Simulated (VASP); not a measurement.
Wanted: the native input for a VASP 6.6.1 run.

| Item | Value |
| --- | --- |
| Task | single point |
| Functional | PBE |
| Potentials or basis | VASP PAW PBE potentials, release 64 (Be, S) |
| Cutoff | 520 eV |
| k mesh | 4 × 6 × 4 |
| Occupations | gaussian, width 0.02 eV |
| Spin | no spin polarisation |
| Dipole correction | no |
| Further INCAR settings | ALGO = Normal; EDIFF = 1e-07; NBANDS = 26 |

The structure of BeS lies in POSCAR:

```
BeS
1.0
    6.2094191658      0.0000000000      0.0000000000
    0.0000000000      3.4952936425      0.0000000000
    0.0000000000      0.0000000000      5.9567076928
Be S
4 4
Direct
    0.8529453759      0.7500000000      0.4098079008
    0.6470546241      0.2500000000      0.9098079008
    0.3529453759      0.7500000000      0.0901920992
    0.1470546241      0.2500000000      0.5901920992
    0.8001920210      0.2500000000      0.5979687868
    0.6998079790      0.7500000000      0.0979687868
    0.3001920210      0.2500000000      0.9020312132
    0.1998079790      0.7500000000      0.4020312132
```

The cell was generated, and may not be a known phase.

The input as run:

INCAR

```
ALGO = Normal
EDIFF = 1E-7
ENCUT = 520
GGA = PE
ISIF = 2
ISMEAR = 0
LASPH = True
LCHARG = False
LREAL = False
LWAVE = False
NBANDS = 26
NELM = 80
PREC = Accurate
SIGMA = 0.02
```

KPOINTS

```
k-points
0
Gamma
  4 6 4
```

Potentials or basis: VASP PAW PBE potentials, release 64 (Be, S).

Launch:

```console
$ cat potpaw_PBE.64/Be/POTCAR potpaw_PBE.64/S/POTCAR > POTCAR
$ mpirun -np 1 vasp_std > vasp.out
```

It gave:

```json
{"Pressure": "0.0 GPa", "Largest force": "0.008 eV/Å", "Band gap on the k mesh": "4.09 eV (least direct gap 4.22 eV)"}
```

Run time: 54 s on 1 thread of AMD EPYC 9R45 96-Core Processor (Zen 5), with other jobs on the host, peak memory 0.25 GiB.
